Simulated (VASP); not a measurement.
# Pt (I4/mmm) in VASP: a series of runs

Pt is run at these levels: LDA, PBE; tasks: single point.

Everything below comes from runs of VASP 6.6.1. Logs are shortened: lines on timing, memory, paths and dates and some standing lists are left out, and cuts for length are marked.

**1. The cell of the first run**

Symmetry: I4/mmm, No. 139, tetragonal system. Conventional cell: a = 2.784 Å, b = 2.784 Å, c = 3.835 Å, α = 90.00°, β = 90.00°, γ = 90.00°. Pt (site symmetry 4/mmm) has 12 Pt at 2.75 to 2.78 Å within 3.6 Å.

**2. Single point, LDA**

Input file INCAR:

```
PREC = Accurate
ENCUT = 520
EDIFF = 1E-7
ISMEAR = 0
SIGMA = 0.1
LREAL = F
LASPH = T
NELM = 60
ALGO = Fast
ISIF = 2
LWAVE = F
LCHARG = F
GGA = CA
NBANDS = 17
```

Input file KPOINTS:

```
Automatic mesh
0
Gamma
  9 9 18
```

Input file POSCAR:

```
Pt
1.0
    3.9368363007      0.0000000000      0.0000000001
    0.0000000000      3.9368363007      0.0000000000
   -1.9684181504      0.0000000000      1.9175460233
Pt
2
Direct
    0.0000000000      0.0000000000      0.0000000000
    0.5000000000      0.5000000000      0.0000000000
```

Potentials or basis: VASP PAW LDA potentials, release 64 (Pt).

Command:

```sh
$ cat potpaw_LDA.64/Pt/POTCAR > POTCAR
$ mpirun -np 1 vasp_std > vasp.out
```

OUTCAR:

```text
PREC = Accurate
   ENCUT = 520
   EDIFF = 1E-7
   ISMEAR = 0
   LREAL = F
   LASPH = T
   NELM = 60
   ISIF = 2
   GGA = CA

 ion  position               nearest neighbor table
   1  0.000  0.000  0.000-   2 2.75   2 2.75   2 2.75   2 2.75   2 2.78   2 2.78   2 2.78   2 2.78

   2  0.500  0.500  0.000-   1 2.75   1 2.75   1 2.75   1 2.75   1 2.78   1 2.78   1 2.78   1 2.78

  LATTYP: Found a base centered orthorhombic cell.
 ALAT       =     3.8350920467
 B/A-ratio  =     1.0265298076
 C/A-ratio  =     1.0265298076

  Lattice vectors:

 A1 = (  -1.9684181504,   0.0000000000,   1.9175460233)
 A2 = (   1.9684181503,   0.0000000000,   1.9175460234)
 A3 = (   0.0000000000,   3.9368363007,   0.0000000000)

Analysis of symmetry for initial positions (statically):
=====================================================================
 Subroutine PRICEL returns following result:

  LATTYP: Found a body centered tetragonal cell.
 ALAT       =     2.7837636446
 C/A-ratio  =     1.3776643912

  Lattice vectors:

 A1 = (   0.0000000001,   1.9684181504,  -1.9175460234)
 A2 = (   0.0000000001,  -1.9684181504,  -1.9175460234)
 A3 = (  -1.9684181504,   0.0000000000,   1.9175460233)

   2 primitive cells build up your supercell.

 Routine SETGRP: Setting up the symmetry group for a
 base centered orthorhombic supercell.

 Subroutine GETGRP returns: Found  8 space group operations
 (whereof  8 operations were pure point group operations)
 out of a pool of  8 trial point group operations.

The static configuration has the point symmetry D_2h.

Analysis of symmetry for dynamics (positions and initial velocities):
=====================================================================
 Subroutine PRICEL returns following result:

  LATTYP: Found a body centered tetragonal cell.
 ALAT       =     2.7837636446
 C/A-ratio  =     1.3776643912

  Lattice vectors:

 A1 = (   0.0000000001,   1.9684181504,  -1.9175460234)
 A2 = (   0.0000000001,  -1.9684181504,  -1.9175460234)
 A3 = (  -1.9684181504,   0.0000000000,   1.9175460233)

   2 primitive cells build up your supercell.

 Routine SETGRP: Setting up the symmetry group for a
 base centered orthorhombic supercell.

 Subroutine GETGRP returns: Found  8 space group operations
 (whereof  8 operations were pure point group operations)
 out of a pool of  8 trial point group operations.

The dynamic configuration has the point symmetry D_2h.

 Subroutine INISYM returns: Found  8 space group operations
 (whereof  8 operations are pure point group operations),
 and found     2 'primitive' translations

----------------------------------------------------------------------------------------

                                     Primitive cell

  volume of cell :      14.8597

  direct lattice vectors                    reciprocal lattice vectors
     0.000000000  1.968418150 -1.917546023    -0.254011070  0.254011070 -0.260749935
     0.000000000 -1.968418150 -1.917546023    -0.254011070 -0.254011070 -0.260749935
    -1.968418150  0.000000000  1.917546023    -0.508022139  0.000000000 -0.000000000

  length of vectors
     2.748027068  2.748027068  2.748027068     0.443884867  0.443884867  0.508022139

  position of ions in fractional coordinates (direct lattice)
     0.000000000  0.000000000  0.000000000

  ion indices of the primitive-cell ions
   primitive index   ion index
                 1           1

----------------------------------------------------------------------------------------

 KPOINTS: Automatic mesh

Automatic generation of k-mesh.
 Grid dimensions read from file:
 generate k-points for:    9    9   18

 Generating k-lattice:

  Cartesian coordinates                     Fractional coordinates (reciprocal lattice)
     0.028223452  0.000000000  0.028972215     0.111111111  0.000000000 -0.000000000
     0.000000000  0.028223452  0.000000000     0.000000000  0.111111111  0.000000000
    -0.000000000  0.000000000  0.028972215     0.000000000  0.000000000  0.055555556

  Length of vectors
     0.040446910  0.028223452  0.028972215

  Shift w.r.t. Gamma in fractional coordinates (k-lattice)
     0.000000000  0.000000000  0.000000000

 Subroutine IBZKPT returns following result:
 ===========================================

 Found    250 irreducible k-points:

 Following reciprocal coordinates:
            Coordinates               Weight
  0.000000  0.000000  0.000000      1.000000
  0.111111  0.000000  0.000000      4.000000
  0.222222  0.000000  0.000000      4.000000
  0.333333  0.000000 -0.000000      4.000000
  0.444444  0.000000  0.000000      4.000000
  0.000000  0.111111  0.000000      2.000000
[... 16 lines left out ...]
  0.222222  0.444444  0.000000      8.000000
  0.333333  0.444444 -0.000000      8.000000
 [... further k-points ...]
   k-points           NKPTS =    250   k-points in BZ     NKDIM =    250   number of bands    NBANDS=     17
   number of dos      NEDOS =    301   number of ions     NIONS =      2
   total plane-waves  NPLWV =  18000
   dimension x,y,z NGX =    30 NGY =   30 NGZ =   20
   dimension x,y,z NGXF=    60 NGYF=   60 NGZF=   40
   ions per type =               2
   NGX,Y,Z   is equivalent  to a cutoff of  12.67, 12.67, 12.10 a.u.
   NGXF,Y,Z  is equivalent  to a cutoff of  25.34, 25.34, 24.20 a.u.
 SYSTEM =  unknown system
   PREC   = accura    normal or accurate (medium, high low for compatibility)
   ISTART =      0    job   : 0-new  1-cont  2-samecut
   ICHARG =      2    charge: 1-file 2-atom 10-const
   ISPIN  =      1    spin polarized calculation?
   LNONCOLLINEAR =      F non collinear calculations
   LSORBIT =      F    spin-orbit coupling
   LASPH  =      T    aspherical Exc in radial PAW
   ENCUT  =  520.0 eV  38.22 Ry    6.18 a.u.   7.32  7.32  5.11*2*pi/ulx,y,z
   NELM   =     60;   NELMIN=  2; NELMDL= -5     # of ELM steps
   EDIFF  = 0.1E-06   stopping-criterion for ELM
   LREAL  =      F    real-space projection
   EDIFFG = 0.1E-05   stopping-criterion for IOM
   NSW    =      0    number of steps for IOM
   IBRION =     -1    ionic relax: 0-MD 1-quasi-New 2-CG
   NFREE  =      0    steps in history (QN), initial steepest desc. (CG)
   ISIF   =      2    stress and relaxation
   ISYM   =      2    0-nonsym 1-usesym 2-fastsym
   POTIM  = 0.5000    time-step for ionic-motion
   TEBEG  =    0.0;   TEEND  =   0.0 temperature during run
   PSTRESS=    0.0 pullay stress
   NELECT =      20.0000    total number of electrons
   NUPDOWN=      -1.0000    fix difference up-down
   EMIN   =  10.00;   EMAX   =-10.00  energy-range for DOS
   EFERMI =   0.00;   METHOD = LEGACY
   ISMEAR =     0;   SIGMA  =   0.10  broadening in eV -4-tet -1-fermi 0-gaus
   EFERMI_NEDOS =   21; number of points for ismear=-14 and -15
   IALGO  =     68    algorithm
   IMIX   =      4    mixing-type and parameters
     AMIX     =   0.40;   BMIX     =  1.00
     AMIX_MAG =   1.60;   BMIX_MAG =  1.00
  volume/ion in A,a.u.               =      14.86       100.28
  Fermi-wavevector in a.u.,A,eV,Ry     =   1.434624  2.711046 28.002764  2.058145
  Thomas-Fermi vector in A             =   2.554012
   LORBIT       =      0    0 simple, 1 ext, 2 COOP (PROOUT), +10 PAW based schemes
   GGA     = CA    functional components
   LHFCALC =     F    Hartree Fock is set to
   AEXX    =    0.0000 exact exchange contribution
   IVDW    =     0    specifies the selected vdW correction
   LEPSILON=     F    determine dielectric tensor
   LRPA    =     F    only Hartree local field effects (RPA)
 non-spin polarized calculation
 RMM-DIIS sequential band-by-band and
 Gauss-broadening in eV      SIGMA  =   0.10
  energy-cutoff  :      520.00
  volume of cell :       29.72
 maximum number of plane-waves:       825
 NGX is ok and might be reduce to    30
   NGX = 15   NGY = 15   NGZ = 11

 number of electron      20.0000003 magnetization

 Free energy of the ion-electron system (eV)
  ---------------------------------------------------
  ext. energy  EPLUGINS =         0.00000000
  ---------------------------------------------------
  free energy    TOTEN  =       -15.01529015 eV

  energy without entropy =      -14.99744194  energy(sigma->0) =      -15.00636604

 E-fermi :  11.4266     XC(G=0): -13.7734

 val. band max:       11.4251101688   @ k =   0.4444   0.4444   0.0000
 cond. band min:      11.4347764970   @ k =   0.4444   0.3333   0.1111
 fundamental gap:      0.0096663282
 Fermi energy:        11.4266453140

 k-point     1 :       0.0000    0.0000    0.0000
  band No.  band energies     occupation
      1       1.0170      2.00000
      2       4.1518      2.00000
      3       4.6242      2.00000
      4       7.4189      2.00000
      5       7.4189      2.00000
      6       7.7259      2.00000
[... 9 lines left out ...]
     16      26.0201      0.00000
     17      30.7808      0.00000

 k-point     2 :       0.1111    0.0000    0.0000
  band No.  band energies     occupation
      1       1.3539      2.00000
      2       4.3809      2.00000
      3       4.8570      2.00000
      4       7.3385      2.00000
      5       7.5859      2.00000
      6       7.7510      2.00000
[... 9 lines left out ...]
     16      26.5440      0.00000
     17      29.7241      0.00000

 k-point     3 :       0.2222    0.0000    0.0000
  band No.  band energies     occupation
      1       2.2929      2.00000
      2       4.8494      2.00000
      3       5.6015      2.00000
      4       6.9825      2.00000
      5       7.8711      2.00000
      6       8.0579      2.00000
[... 9 lines left out ...]
     16      27.5978      0.00000
     17      27.7673      0.00000

 k-point     4 :       0.3333    0.0000   -0.0000
  band No.  band energies     occupation
      1       3.6202      2.00000
      2       5.3860      2.00000
      3       6.4515      2.00000
      4       6.6266      2.00000
      5       7.5529      2.00000
      6       7.7769      2.00000
[... 9 lines left out ...]
     16      27.9793      0.00000
     17      28.3958      0.00000

 k-point     5 :       0.4444    0.0000    0.0000
  band No.  band energies     occupation
      1       4.9629      2.00000
      2       5.6736      2.00000
      3       6.5233      2.00000
      4       6.8119      2.00000
      5       6.8762      2.00000
      6       7.3233      2.00000
[... 9 lines left out ...]
     16      25.8449      0.00000
     17      29.3540      0.00000

 k-point     6 :       0.0000    0.1111    0.0000
  band No.  band energies     occupation
      1       1.1829      2.00000
      2       4.2138      2.00000
      3       4.6917      2.00000
      4       7.3102      2.00000
      5       7.5126      2.00000
      6       7.8078      2.00000
[... 9 lines left out ...]
     16      26.2869      0.00000
     17      30.3904      0.00000

 k-point     7 :       0.1111    0.1111    0.0000
  band No.  band energies     occupation
      1       1.5116      2.00000
      2       4.4435      2.00000
      3       4.9225      2.00000
      4       7.2867      2.00000
      5       7.6014      2.00000
      6       7.8383      2.00000
[... 9 lines left out ...]
     16      26.7696      0.00000
     17      28.9658      0.00000

 k-point     8 :       0.2222    0.1111    0.0000
  band No.  band energies     occupation
      1       2.4122      2.00000
      2       4.8861      2.00000
      3       5.6715      2.00000
      4       7.0261      2.00000
      5       7.8327      2.00000
      6       8.0529      2.00000
[... 9 lines left out ...]
     16      26.8717      0.00000
     17      27.8169      0.00000
[... 203 lines left out ...]
      1       3.7525      2.00000
      2       4.6802      2.00000
      3       6.8148      2.00000
      4       7.5716      2.00000
      5       7.8848      2.00000
      6       8.0508      2.00000
[... 9 lines left out ...]
     16      26.8179      0.00000
     17      28.9199      0.00000

 k-point    20 :       0.4444    0.3333    0.0000
  band No.  band energies     occupation
      1       4.0115      2.00000
      2       4.3052      2.00000
      3       7.0860      2.00000
      4       7.3659      2.00000
      5       7.7543      2.00000
      6       7.8729      2.00000
[... 9 lines left out ...]
     16      26.1610      0.00000
     17      28.9974      0.00000

 k-point    21 :       0.0000    0.4444    0.0000
  band No.  band energies     occupation
      1       3.3309      2.00000
      2       4.1122      2.00000
      3       5.6206      2.00000
      4       6.0947      2.00000
      5       8.3280      2.00000
      6       8.3461      2.00000
[... 9 lines left out ...]
     16      29.1117      0.00000
     17      29.7399      0.00000

 k-point    22 :       0.1111    0.4444    0.0000
  band No.  band energies     occupation
      1       3.5597      2.00000
      2       4.3309      2.00000
      3       5.7977      2.00000
      4       6.2255      2.00000
      5       7.8151      2.00000
      6       7.9029      2.00000
[... 9 lines left out ...]
     16      28.5565      0.00000
     17      29.1294      0.00000

 k-point    23 :       0.2222    0.4444    0.0000
  band No.  band energies     occupation
      1       3.9184      2.00000
      2       4.5105      2.00000
      3       6.6416      2.00000
      4       6.8896      2.00000
      5       7.3229      2.00000
      6       7.5587      2.00000
[... 9 lines left out ...]
     16      27.8423      0.00000
     17      29.1313      0.00000

 k-point    24 :       0.3333    0.4444   -0.0000
  band No.  band energies     occupation
      1       3.9653      2.00000
      2       4.2856      2.00000
      3       7.1588      2.00000
      4       7.4277      2.00000
      5       7.8564      2.00000
      6       7.9968      2.00000
[... 9 lines left out ...]
     16      26.5307      0.00000
     17      29.8805      0.00000

 [... further k-points ...]

------------------------ aborting loop because EDIFF is reached ----------------------------------------

  FORCE on cell =-STRESS in cart. coord.  units (eV):
  Direction    XX          YY          ZZ          XY          YZ          ZX
  --------------------------------------------------------------------------------------
  -------------------------------------------------------------------------------------
  Total       -0.4342458     -0.4342885      0.1321516      0.0000000      0.0000000     -0.0000000
  in kB      -23.4102308    -23.4125305      7.1243027      0.0000000      0.0000000     -0.0000000
  external PRESSURE =     -13.2328195 kB  Pullay stress =       0.0000000 kB

 VOLUME and BASIS-vectors are now :
 -----------------------------------------------------------------------------
  energy-cutoff  :      520.00
  volume of cell :       29.72
      direct lattice vectors                 reciprocal lattice vectors
     3.936836301  0.000000000  0.000000000     0.254011070  0.000000000  0.260749935
     0.000000000  3.936836301  0.000000000     0.000000000  0.254011070  0.000000000
    -1.968418150  0.000000000  1.917546023    -0.000000000  0.000000000  0.521499869

 POSITION                                       TOTAL-FORCE (eV/Angst)
 -----------------------------------------------------------------------------------
      0.00000      0.00000      0.00000        -0.000000     -0.000000      0.000000
      1.96842      1.96842      0.00000         0.000000      0.000000     -0.000000
 -----------------------------------------------------------------------------------
    total drift:                                0.000000      0.000000     -0.000000

  FREE ENERGIE OF THE ION-ELECTRON SYSTEM (eV)
  ---------------------------------------------------
  free  energy   TOTEN  =       -15.0152901459 eV

  energy  without entropy=      -14.9974419384  energy(sigma->0) =      -15.00636604
```

It took 2.4 min on 1 thread of Intel Xeon Platinum 8259CL at 2.50GHz (Skylake/Cascade Lake), shared host; peak memory 0.22 GiB.

Results:

```yaml
Free_energy: -15.0153 eV
Pressure: -1.3 GPa
Band_gap_on_the_k_mesh: zero (bands 10 and 11 overlap by 1.65 eV)
```

Caveat: spin-orbit coupling is left out, which moves the levels of the heavy elements.

(Continued in part 2 of 2.)
